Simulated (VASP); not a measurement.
A run of VASP 6.6.1:

The input INCAR:

```
SYSTEM = Ba
PREC = Accurate
ENCUT = 520
EDIFF = 1E-7
ISMEAR = 0
SIGMA = 0.15
LREAL = .FALSE.
LASPH = .TRUE.
NELM = 100
ALGO = Normal
ISIF = 2
LWAVE = .FALSE.
LCHARG = .FALSE.
GGA = CA
NBANDS = 11
```

File KPOINTS:

```
Automatic mesh
0
G
  12 12 12
  0 0 0
```

Contents of POSCAR:

```
Ba
1.0
    3.8001860143      0.0000000000      0.0000000000
    0.0000000000      3.8001860143      0.0000000000
    0.0000000000      0.0000000000      3.9764833036
Ba
1
Direct
    0.0000000000      0.0000000000      0.0000000000
```

Potentials or basis: VASP PAW LDA potentials, release 64 (Ba_sv).

The run is started by

```bash
$ cat potpaw_LDA.64/Ba_sv/POTCAR > POTCAR
$ mpirun -np 1 vasp_std > vasp.out
```

Hardware: 1 thread of AMD EPYC 9R45 96-Core Processor (Zen 5), on a shared host.

Question: How long does it take, and how much memory?

Answer: It took 28 s on 1 thread of AMD EPYC 9R45 96-Core Processor (Zen 5), on a shared host, peak memory 0.21 GiB. Counts: scf iterations 11, k points 196.
